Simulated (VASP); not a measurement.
# InP (F-43m) in VASP: a series of runs

InP is run at these levels: PBEsol, r2SCAN, PBE, LDA; tasks: single point, relaxation of cell and atoms.

Everything below comes from runs of VASP 6.6.1. Logs are shortened: lines on timing, memory, paths and dates and some standing lists are left out, and cuts for length are marked.

## Step 1: The cell of the first run

Symmetry: F-43m, No. 216, cubic system. The conventional cell has a = 5.882 Å, b = 5.882 Å, c = 5.882 Å, α = 90.00°, β = 90.00°, γ = 90.00°. In (site symmetry -43m) has 4 P at 2.55 Å within 3.4 Å. Within 3.4 Å of P (site symmetry -43m) lie 4 In at 2.55 Å.

## Step 2: Single point, PBEsol

Input file INCAR:

```
SYSTEM = InP
PREC = Accurate ; ENCUT = 520
EDIFF = 1E-6 ; ISMEAR = 0
SIGMA = 0.1 ; LREAL = .FALSE.
LASPH = .TRUE. ; NELM = 60
ALGO = Normal ; ISIF = 2
LWAVE = .FALSE. ; LCHARG = .FALSE.
GGA = PS ; NBANDS = 16
```

Input file KPOINTS:

```
Automatic mesh
0
G
  4 4 4
  0 0 0
```

Input file POSCAR:

```
InP
1.0
    0.0000000000      2.9411125403      2.9411125403
    2.9411125403      0.0000000000      2.9411125403
    2.9411125403      2.9411125403      0.0000000000
In P
1 1
Direct
    0.0000000000      0.0000000000      0.0000000000
    0.2500000000      0.2500000000      0.2500000000
```

Potentials or basis: VASP PAW PBE potentials, release 64 (In_d, P).

On the command line:

```console
$ cat potpaw_PBE.64/In_d/POTCAR potpaw_PBE.64/P/POTCAR > POTCAR
$ mpirun -np 1 vasp_std > vasp.out
```

OUTCAR:

```text
SYSTEM = InP
   PREC = Accurate
   ENCUT = 520
   EDIFF = 1E-6
   ISMEAR = 0
   LREAL = .FALSE.
   LASPH = .TRUE.
   NELM = 60
   ISIF = 2
   GGA = PS

 ion  position               nearest neighbor table
   1  0.000  0.000  0.000-   2 2.55   2 2.55   2 2.55   2 2.55
   2  0.250  0.250  0.250-   1 2.55   1 2.55   1 2.55   1 2.55

  LATTYP: Found a face centered cubic cell.
 ALAT       =     5.8822250806

  Lattice vectors:

 A1 = (   0.0000000000,   2.9411125403,   2.9411125403)
 A2 = (   2.9411125403,   0.0000000000,   2.9411125403)
 A3 = (   2.9411125403,   2.9411125403,   0.0000000000)

Analysis of symmetry for initial positions (statically):
=====================================================================
 Subroutine PRICEL returns:
 Original cell was already a primitive cell.

 Routine SETGRP: Setting up the symmetry group for a
 face centered cubic supercell.

 Subroutine GETGRP returns: Found 24 space group operations
 (whereof 24 operations were pure point group operations)
 out of a pool of 48 trial point group operations.

The static configuration has the point symmetry T_d .

Analysis of symmetry for dynamics (positions and initial velocities):
=====================================================================
 Subroutine PRICEL returns:
 Original cell was already a primitive cell.

 Routine SETGRP: Setting up the symmetry group for a
 face centered cubic supercell.

 Subroutine GETGRP returns: Found 24 space group operations
 (whereof 24 operations were pure point group operations)
 out of a pool of 48 trial point group operations.

The dynamic configuration has the point symmetry T_d .

 Subroutine INISYM returns: Found 24 space group operations
 (whereof 24 operations are pure point group operations),
 and found     1 'primitive' translations

----------------------------------------------------------------------------------------

                                     Primitive cell

  volume of cell :      50.8821

  direct lattice vectors                    reciprocal lattice vectors
     0.000000000  2.941112540  2.941112540    -0.170003695  0.170003695  0.170003695
     2.941112540  0.000000000  2.941112540     0.170003695 -0.170003695  0.170003695
     2.941112540  2.941112540  0.000000000     0.170003695  0.170003695 -0.170003695

  length of vectors
     4.159361243  4.159361243  4.159361243     0.294455038  0.294455038  0.294455038

  position of ions in fractional coordinates (direct lattice)
     0.000000000  0.000000000  0.000000000
     0.250000000  0.250000000  0.250000000

  ion indices of the primitive-cell ions
   primitive index   ion index
                 1           1
                 2           2

----------------------------------------------------------------------------------------

 KPOINTS: Automatic mesh

Automatic generation of k-mesh.
 Grid dimensions read from file:
 generate k-points for:    4    4    4

 Generating k-lattice:

  Cartesian coordinates                     Fractional coordinates (reciprocal lattice)
    -0.042500924  0.042500924  0.042500924     0.250000000  0.000000000  0.000000000
     0.042500924 -0.042500924  0.042500924     0.000000000  0.250000000  0.000000000
     0.042500924  0.042500924 -0.042500924     0.000000000  0.000000000  0.250000000

  Length of vectors
     0.073613759  0.073613759  0.073613759

  Shift w.r.t. Gamma in fractional coordinates (k-lattice)
     0.000000000  0.000000000  0.000000000

 Subroutine IBZKPT returns following result:
 ===========================================

 Found      8 irreducible k-points:

 Following reciprocal coordinates:
            Coordinates               Weight
  0.000000  0.000000  0.000000      1.000000
  0.250000  0.000000  0.000000      8.000000
  0.500000  0.000000  0.000000      4.000000
  0.250000  0.250000  0.000000      6.000000
  0.500000  0.250000  0.000000     24.000000
 -0.250000  0.250000  0.000000     12.000000
  0.500000  0.500000  0.000000      3.000000
 -0.250000  0.500000  0.250000      6.000000
   k-points           NKPTS =      8   k-points in BZ     NKDIM =      8   number of bands    NBANDS=     16
   number of dos      NEDOS =    301   number of ions     NIONS =      2
   total plane-waves  NPLWV =  32768
   dimension x,y,z NGX =    32 NGY =   32 NGZ =   32
   dimension x,y,z NGXF=    64 NGYF=   64 NGZF=   64
   ions per type =               1   1
   NGX,Y,Z   is equivalent  to a cutoff of  12.79, 12.79, 12.79 a.u.
   NGXF,Y,Z  is equivalent  to a cutoff of  25.58, 25.58, 25.58 a.u.
 SYSTEM =  InP
   PREC   = accura    normal or accurate (medium, high low for compatibility)
   ISTART =      0    job   : 0-new  1-cont  2-samecut
   ICHARG =      2    charge: 1-file 2-atom 10-const
   ISPIN  =      1    spin polarized calculation?
   LNONCOLLINEAR =      F non collinear calculations
   LSORBIT =      F    spin-orbit coupling
   LASPH  =      T    aspherical Exc in radial PAW
   ENCUT  =  520.0 eV  38.22 Ry    6.18 a.u.   7.73  7.73  7.73*2*pi/ulx,y,z
   NELM   =     60;   NELMIN=  2; NELMDL= -5     # of ELM steps
   EDIFF  = 0.1E-05   stopping-criterion for ELM
   LREAL  =      F    real-space projection
   EDIFFG = 0.1E-04   stopping-criterion for IOM
   NSW    =      0    number of steps for IOM
   IBRION =     -1    ionic relax: 0-MD 1-quasi-New 2-CG
   NFREE  =      0    steps in history (QN), initial steepest desc. (CG)
   ISIF   =      2    stress and relaxation
   ISYM   =      2    0-nonsym 1-usesym 2-fastsym
   POTIM  = 0.5000    time-step for ionic-motion
   TEBEG  =    0.0;   TEEND  =   0.0 temperature during run
   PSTRESS=    0.0 pullay stress
   NELECT =      18.0000    total number of electrons
   NUPDOWN=      -1.0000    fix difference up-down
   EMIN   =  10.00;   EMAX   =-10.00  energy-range for DOS
   EFERMI =   0.00;   METHOD = LEGACY
   ISMEAR =     0;   SIGMA  =   0.10  broadening in eV -4-tet -1-fermi 0-gaus
   EFERMI_NEDOS =   21; number of points for ismear=-14 and -15
   IALGO  =     38    algorithm
   IMIX   =      4    mixing-type and parameters
     AMIX     =   0.40;   BMIX     =  1.00
     AMIX_MAG =   1.60;   BMIX_MAG =  1.00
  volume/ion in A,a.u.               =      25.44       171.68
  Fermi-wavevector in a.u.,A,eV,Ry     =   1.157828  2.187978 18.239501  1.340566
  Thomas-Fermi vector in A             =   2.294436
   LORBIT       =      0    0 simple, 1 ext, 2 COOP (PROOUT), +10 PAW based schemes
   GGA     = PS    functional components
   LHFCALC =     F    Hartree Fock is set to
   AEXX    =    0.0000 exact exchange contribution
   IVDW    =     0    specifies the selected vdW correction
   LEPSILON=     F    determine dielectric tensor
   LRPA    =     F    only Hartree local field effects (RPA)
 non-spin polarized calculation
 Gauss-broadening in eV      SIGMA  =   0.10
  energy-cutoff  :      520.00
  volume of cell :       50.88
 maximum number of plane-waves:      1384
 NGX is ok and might be reduce to    32
   NGX = 15   NGY = 15   NGZ = 15

 number of electron      18.0000007 magnetization

 Free energy of the ion-electron system (eV)
  ---------------------------------------------------
  ext. energy  EPLUGINS =         0.00000000
  ---------------------------------------------------
  free energy    TOTEN  =        -9.03920829 eV

  energy without entropy =       -9.03920621  energy(sigma->0) =       -9.03920725

 E-fermi :   5.3002     XC(G=0):  -9.4136

 val. band max:        5.0207584953   @ k =   0.0000   0.0000   0.0000
 cond. band min:       5.5605363896   @ k =   0.0000   0.0000   0.0000
 fundamental gap:      0.5397778942
 Fermi energy:         5.3002349017

 k-point     1 :       0.0000    0.0000    0.0000
  band No.  band energies     occupation
      1      -9.1575      2.00000
      2      -9.1575      2.00000
      3      -9.1575      2.00000
      4      -9.0106      2.00000
      5      -9.0106      2.00000
      6      -6.4595      2.00000
[... 8 lines left out ...]
     15      14.4074      0.00000
     16      14.4074      0.00000

 k-point     2 :       0.2500    0.0000    0.0000
  band No.  band energies     occupation
      1      -9.2168      2.00000
      2      -9.1348      2.00000
      3      -9.1348      2.00000
      4      -9.0081      2.00000
      5      -9.0081      2.00000
      6      -5.7871      2.00000
[... 8 lines left out ...]
     15      13.5052      0.00000
     16      13.9076      0.00000

 k-point     3 :       0.5000    0.0000    0.0000
  band No.  band energies     occupation
      1      -9.2712      2.00000
      2      -9.1198      2.00000
      3      -9.1198      2.00000
      4      -8.9973      2.00000
      5      -8.9973      2.00000
      6      -4.7404      2.00000
[... 8 lines left out ...]
     15      15.5822      0.00000
     16      15.5822      0.00000

 k-point     4 :       0.2500    0.2500    0.0000
  band No.  band energies     occupation
      1      -9.2555      2.00000
      2      -9.1076      2.00000
      3      -9.1076      2.00000
      4      -9.0335      2.00000
      5      -8.9935      2.00000
      6      -5.5657      2.00000
[... 8 lines left out ...]
     15      14.9527      0.00000
     16      16.8576      0.00000

 k-point     5 :       0.5000    0.2500    0.0000
  band No.  band energies     occupation
      1      -9.2937      2.00000
      2      -9.0974      2.00000
      3      -9.0850      2.00000
      4      -9.0303      2.00000
      5      -8.9899      2.00000
      6      -4.4816      2.00000
[... 8 lines left out ...]
     15      15.7204      0.00000
     16      16.8753      0.00000

 k-point     6 :      -0.2500    0.2500    0.0000
  band No.  band energies     occupation
      1      -9.2656      2.00000
      2      -9.1132      2.00000
      3      -9.1053      2.00000
      4      -9.0119      2.00000
      5      -9.0057      2.00000
      6      -4.8717      2.00000
[... 8 lines left out ...]
     15      15.2246      0.00000
     16      16.7629      0.00000

 k-point     7 :       0.5000    0.5000    0.0000
  band No.  band energies     occupation
      1      -9.3357      2.00000
      2      -9.0610      2.00000
      3      -9.0555      2.00000
      4      -9.0555      2.00000
      5      -8.9763      2.00000
      6      -4.0833      2.00000
[... 8 lines left out ...]
     15      15.7613      0.00000
     16      16.7403      0.00000

 k-point     8 :      -0.2500    0.5000    0.2500
  band No.  band energies     occupation
      1      -9.3025      2.00000
      2      -9.0995      2.00000
      3      -9.0641      2.00000
      4      -9.0307      2.00000
      5      -8.9959      2.00000
      6      -4.0042      2.00000
[... 8 lines left out ...]
     15      16.2462      0.00000
     16      16.8706      0.00000

------------------------ aborting loop because EDIFF is reached ----------------------------------------

  FORCE on cell =-STRESS in cart. coord.  units (eV):
  Direction    XX          YY          ZZ          XY          YZ          ZX
  --------------------------------------------------------------------------------------
  -------------------------------------------------------------------------------------
  Total        0.0113434      0.0113434      0.0113434      0.0000000      0.0000000     -0.0000000
  in kB        0.3571823      0.3571823      0.3571823      0.0000000      0.0000000     -0.0000000
  external PRESSURE =       0.3571823 kB  Pullay stress =       0.0000000 kB

 VOLUME and BASIS-vectors are now :
 -----------------------------------------------------------------------------
  energy-cutoff  :      520.00
  volume of cell :       50.88
      direct lattice vectors                 reciprocal lattice vectors
     0.000000000  2.941112540  2.941112540    -0.170003695  0.170003695  0.170003695
     2.941112540  0.000000000  2.941112540     0.170003695 -0.170003695  0.170003695
     2.941112540  2.941112540  0.000000000     0.170003695  0.170003695 -0.170003695

 POSITION                                       TOTAL-FORCE (eV/Angst)
 -----------------------------------------------------------------------------------
      0.00000      0.00000      0.00000         0.000000      0.000000      0.000000
      1.47056      1.47056      1.47056        -0.000000     -0.000000     -0.000000
 -----------------------------------------------------------------------------------
    total drift:                               -0.000000     -0.000000     -0.000000

  FREE ENERGIE OF THE ION-ELECTRON SYSTEM (eV)
  ---------------------------------------------------
  free  energy   TOTEN  =        -9.0392082900 eV

  energy  without entropy=       -9.0392062120  energy(sigma->0) =       -9.03920725
```

Run time: 7.3 s. Hardware: 1 thread of Intel Xeon 8259CL, shared host; peak memory 0.17 GiB.

What came out:

```yaml
Free_energy: -9.0392 eV
Pressure: 0.0 GPa
Band_gap_on_the_k_mesh: 0.54 eV, direct
```

Caveat: the k points lie up to 0.46 Å⁻¹ apart; the PAW data sets were made with another functional, which shifts forces and pressure a little; spin-orbit coupling is left out, which moves the levels of the heavy elements.

## Step 3: Single point, r2SCAN

This run uses another cell than the first one, of 25.72 Å³/atom, 1.011 times its volume.

Input file POSCAR:

```
InP
1.0
    0.0000000000      2.9519763857      2.9519763857
    2.9519763857      0.0000000000      2.9519763857
    2.9519763857      2.9519763857      0.0000000000
In P
1 1
Direct
    0.0000000000      0.0000000000      0.0000000000
    0.2500000000      0.2500000000      0.2500000000
```

Input file INCAR.step1:

```
PREC = Accurate
ENCUT = 520
ISMEAR = -1
SIGMA = 0.2585199978643553
LREAL = False
LASPH = True
NELM = 60
NBANDS = 16
ISYM = 0
GGA = PE
ALGO = Normal
EDIFF = 1E-4
LWAVE = True
LCHARG = False
```

Input file INCAR.step2:

```
PREC = Accurate
ENCUT = 520
EDIFF = 1E-6
ISMEAR = -1
SIGMA = 0.2585199978643553
LREAL = False
LASPH = True
NELM = 60
ALGO = Normal
ISIF = 2
LWAVE = False
LCHARG = False
METAGGA = R2SCAN
LMIXTAU = True
NBANDS = 16
ISYM = 0
ISTART = 1
```

Input file KPOINTS:

```
Automatic mesh
0
Gamma
  2 2 2
  0.14 0.49 0.93
```

Potentials or basis: VASP PAW PBE potentials, release 64 (In_d, P).

On the command line:

```console
$ cat potpaw_PBE.64/In_d/POTCAR potpaw_PBE.64/P/POTCAR > POTCAR
$ cp INCAR.step1 INCAR
$ mpirun -np 1 vasp_std > vasp.out
$ cp INCAR.step2 INCAR
$ mpirun -np 1 vasp_std > vasp.out
```

OUTCAR:

```text
PREC = Accurate
   ENCUT = 520
   EDIFF = 1E-6
   ISMEAR = -1
   LREAL = False
   LASPH = True
   NELM = 60
   ISIF = 2
   METAGGA = R2SCAN
   ISYM = 0
   ISTART = 1

 ion  position               nearest neighbor table
   1  0.000  0.000  0.000-   2 2.56   2 2.56   2 2.56   2 2.56
   2  0.250  0.250  0.250-   1 2.56   1 2.56   1 2.56   1 2.56

IMPORTANT INFORMATION: All symmetrisations will be switched off!
NOSYMM: (Re-)initialisation of all symmetry stuff for point group C_1.

----------------------------------------------------------------------------------------

                                     Primitive cell

  volume of cell :      51.4480

  direct lattice vectors                    reciprocal lattice vectors
     0.000000000  2.951976386  2.951976386    -0.169378049  0.169378049  0.169378049
     2.951976386  0.000000000  2.951976386     0.169378049 -0.169378049  0.169378049
     2.951976386  2.951976386  0.000000000     0.169378049  0.169378049 -0.169378049

  length of vectors
     4.174725040  4.174725040  4.174725040     0.293371386  0.293371386  0.293371386

  position of ions in fractional coordinates (direct lattice)
     0.000000000  0.000000000  0.000000000
     0.250000000  0.250000000  0.250000000

  ion indices of the primitive-cell ions
   primitive index   ion index
                 1           1
                 2           2

----------------------------------------------------------------------------------------

 KPOINTS: Automatic mesh

Automatic generation of k-mesh.
 Grid dimensions read from file:
 generate k-points for:    2    2    2

 Generating k-lattice:

  Cartesian coordinates                     Fractional coordinates (reciprocal lattice)
    -0.084689024  0.084689024  0.084689024     0.500000000  0.000000000  0.000000000
     0.084689024 -0.084689024  0.084689024     0.000000000  0.500000000  0.000000000
     0.084689024  0.084689024 -0.084689024     0.000000000  0.000000000  0.500000000
[... 74 lines left out ...]
   IALGO  =     38    algorithm
   IMIX   =      4    mixing-type and parameters
     AMIX     =   0.40;   BMIX     =  1.00
     AMIX_MAG =   1.60;   BMIX_MAG =  1.00
  volume/ion in A,a.u.               =      25.72       173.59
  Fermi-wavevector in a.u.,A,eV,Ry     =   1.153567  2.179925 18.105499  1.330717
  Thomas-Fermi vector in A             =   2.290210
   LORBIT       =      0    0 simple, 1 ext, 2 COOP (PROOUT), +10 PAW based schemes
   METAGGA = R2SCAN    functional components
   LHFCALC =     F    Hartree Fock is set to
   AEXX    =    0.0000 exact exchange contribution
   IVDW    =     0    specifies the selected vdW correction
   LEPSILON=     F    determine dielectric tensor
   LRPA    =     F    only Hartree local field effects (RPA)
 non-spin polarized calculation
  energy-cutoff  :      520.00
  volume of cell :       51.45
 maximum number of plane-waves:      1389
   NGX = 15   NGY = 15   NGZ = 15

 number of electron      18.0000009 magnetization

 Free energy of the ion-electron system (eV)
  ---------------------------------------------------
  ext. energy  EPLUGINS =         0.00000000
  ---------------------------------------------------
  free energy    TOTEN  =       -32.46670358 eV

  energy without entropy =      -32.46146653  energy(sigma->0) =      -32.46408506

 E-fermi :   5.7346     XC(G=0):  -9.7899

 val. band max:        4.1886486119   @ k =   0.0350   0.2550  -0.0700
 cond. band min:       7.3380959276   @ k =  -0.0700  -0.1050  -0.3250
 fundamental gap:      3.1494473157
 Fermi energy:         5.7345548280

 k-point     1 :       0.0700    0.2450   -0.0350
  band No.  band energies     occupation
      1      -9.9080      2.00000
      2      -9.8124      2.00000
      3      -9.8078      2.00000
      4      -9.6745      2.00000
      5      -9.6608      2.00000
      6      -6.4164      2.00000
[... 433 lines left out ...]
      3      -9.8078      2.00000
      4      -9.6745      2.00000
      5      -9.6608      2.00000
      6      -6.4164      2.00000
[... 8 lines left out ...]
     15      14.4273      0.00000
     16      15.1695      0.00000

 [... further k-points ...]

------------------------ aborting loop because EDIFF is reached ----------------------------------------

  FORCE on cell =-STRESS in cart. coord.  units (eV):
  Direction    XX          YY          ZZ          XY          YZ          ZX
  --------------------------------------------------------------------------------------
  -------------------------------------------------------------------------------------
  Total       -0.1747947     -0.1747946     -0.1747950      0.0000106      0.0000115      0.0000103
  in kB       -5.4433996     -5.4433950     -5.4434075      0.0003291      0.0003581      0.0003193
  external PRESSURE =      -5.4434007 kB  Pullay stress =       0.0000000 kB

 VOLUME and BASIS-vectors are now :
 -----------------------------------------------------------------------------
  energy-cutoff  :      520.00
  volume of cell :       51.45
      direct lattice vectors                 reciprocal lattice vectors
     0.000000000  2.951976386  2.951976386    -0.169378049  0.169378049  0.169378049
     2.951976386  0.000000000  2.951976386     0.169378049 -0.169378049  0.169378049
     2.951976386  2.951976386  0.000000000     0.169378049  0.169378049 -0.169378049

 POSITION                                       TOTAL-FORCE (eV/Angst)
 -----------------------------------------------------------------------------------
      0.00000      0.00000      0.00000        -0.000001     -0.000001     -0.000001
      1.47599      1.47599      1.47599         0.000001      0.000001      0.000001
 -----------------------------------------------------------------------------------
    total drift:                                0.000004      0.000004      0.000004

  FREE ENERGIE OF THE ION-ELECTRON SYSTEM (eV)
  ---------------------------------------------------
  free  energy   TOTEN  =       -32.4667035812 eV

  energy  without entropy=      -32.4614665300  energy(sigma->0) =      -32.46408506
```

Wall time 7.6 min (1 thread of Intel Xeon 8259CL, shared host); peak memory 0.29 GiB.

Results:

```yaml
Free_energy: -32.4667 eV
Pressure: -0.5 GPa
Band_gap_on_the_k_mesh: 3.15 eV, direct
```

Caveat: the k points lie up to 0.92 Å⁻¹ apart; the PAW data sets were made with another functional, which shifts forces and pressure a little; spin-orbit coupling is left out, which moves the levels of the heavy elements. A k mesh can miss the band edges.

[end of part 1 of 2]
